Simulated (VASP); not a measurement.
CdS: single point with PBE

The system is CdS.

```
CELL_PARAMETERS angstrom
0.00000 2.75324 2.75324
2.75324 0.00000 2.75324
2.75324 2.75324 0.00000
ATOMIC_POSITIONS crystal
Cd 0.00000 0.00000 0.00000
S 0.50000 0.50000 0.50000
```

```json
{
  "Program": "VASP 6.6.1",
  "Task": "single point",
  "Functional": "PBE",
  "Potentials or basis": "VASP PAW PBE potentials, release 64 (Cd, S)",
  "Cutoff": "520 eV",
  "k mesh": "5 × 5 × 5",
  "Occupations": "fermi-dirac, width 0.04 eV",
  "Spin": "no spin polarisation",
  "Dipole correction": "no",
  "Further INCAR settings": "ALGO = Normal; EDIFF = 1e-06; NBANDS = 16"
}
```

```yaml
Pressure: 0.0 GPa
Band_gap_on_the_k_mesh: 0.74 eV, indirect (least direct gap 1.52 eV)
```

Levels at points of the mesh, in eV from the valence-band top:
```
           k point  band 5  band 6  band 7  band 8  band 9  band 10  band 11  band 12  band 13  band 14
(0.00, 0.00, 0.00)   -7.60   -7.60   -0.70   -0.70   -0.70     0.81     9.21     9.21     9.21    11.29
```

Run time: 9.6 s on 1 thread of Intel(R) Xeon(R) Platinum 8488C (Sapphire Rapids), with other jobs on the host, peak memory 0.16 GiB.

A k mesh can miss the band edges. PBE gaps usually lie below the measured ones, often by a third to a half.
